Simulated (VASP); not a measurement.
## ZnO: single point with r2SCAN

The system is ZnO.

```
Zn O
1.0
     3.20252    0.00000    0.00000
    -1.60126    2.77346    0.00000
     0.00000    0.00000    5.42080
Zn O
2 2
Direct
  0.66667 0.33333 0.50363
  0.33333 0.66667 0.00363
  0.66667 0.33333 0.87668
  0.33333 0.66667 0.37668
```

This cell differs from its parent crystal: uniaxial strain along c: +4.0 %.

- Program: VASP 6.6.1
- Task: single point
- Functional: r2SCAN
- Potentials or basis: VASP PAW PBE potentials, release 64 (Zn, O)
- Cutoff: 520 eV
- k mesh: 12 × 12 × 6
- Occupations: gaussian, width 0.02 eV
- Spin: no spin polarisation
- Dipole correction: no
- Further INCAR settings: ALGO = Normal; EDIFF = 1e-07; NBANDS = 26

| Quantity | Value |
| --- | --- |
| Pressure | -1.7 GPa |
| Largest force | 0.177 eV/Å |
| Band gap on the k mesh | 1.12 eV, direct |

Forces in eV/Å, atoms in the order of the input:
```
Zn   0.000  0.000  0.177
Zn   0.000  0.000  0.177
O    0.000  0.000 -0.177
O    0.000  0.000 -0.177
```

Stress tensor (GPa, compression positive):
```
 0.99  0.00  0.00
 0.00  0.99  0.00
 0.00  0.00 -7.20
```

Levels at points of the mesh, in eV from the valence-band top:
| k point | band 15 | band 16 | band 17 | band 18 | band 19 | band 20 | band 21 | band 22 |
| --- | --- | --- | --- | --- | --- | --- | --- | --- |
| (0.00, 0.00, 0.00) | -0.73 | -0.18 | 0.00 | 0.00 | 1.12 | 5.96 | 8.31 | 13.86 |
| (0.50, 0.00, 0.00) | -2.86 | -2.15 | -1.40 | -0.83 | 6.35 | 7.36 | 7.67 | 9.41 |
| (0.00, 0.00, 0.50) | -0.36 | -0.36 | -0.36 | -0.36 | 3.80 | 3.80 | 10.41 | 10.41 |
| (0.50, 0.00, 0.50) | -1.57 | -1.57 | -1.46 | -1.46 | 6.09 | 6.09 | 9.06 | 9.06 |

Run time: 7.5 min on 1 thread of AMD EPYC 7R43 64-Core Processor (Zen 3) (shared host), peak memory 0.18 GiB.

Caveat: the cell differs from its parent crystal (uniaxial strain along c: +4.0 %); the PAW data sets were made with another functional, which shifts forces and pressure a little.
